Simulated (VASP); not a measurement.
Runs of VASP 6.6.1 on TeW. The structure is that of space group P6_3mc (No. 186), or close to it. The cells are those of the table. 

```tsv
task	cell	k mesh	cutoff (eV)	gap on the mesh (eV)	pressure (GPa)	largest force (eV/Å)
single point	a = 4.378, b = 4.378, c = 6.847 Å, angles 90.0, 90.0, 120.0°, 4 atoms	6 × 6 × 4	520	none	-0.1	-
single point	a = 4.265, b = 4.265, c = 6.830 Å, angles 90.0, 90.0, 120.0°, 4 atoms	6 × 6 × 4	500	none	6.0	0.19
single point	a = 3.278, b = 3.278, c = 9.223 Å, angles 90.0, 90.0, 120.0°, 4 atoms	18 × 18 × 6	520	none	(a)	0.01
relaxation of cell and atoms	relaxed from a = 4.265, b = 4.265, c = 6.830 Å, angles 90.0, 90.0, 120.0°, 4 atoms	6 × 6 × 4	600	none	-0.1	0.01
```

Alike in all rows: level PBE; potentials or basis VASP PAW PBE potentials, release 64 (Te, W_sv); no spin polarisation; smearing gaussian 0.1 eV.

Q: Fill in the values left out.

A: (a) 0.0.

Caveats: spin-orbit coupling is left out, which moves the levels of the heavy elements.

A k mesh can miss the band edges, and the runs leave out spin-orbit coupling on Te, W.

A gap of «none» marks levels without a gap at the run's occupations.
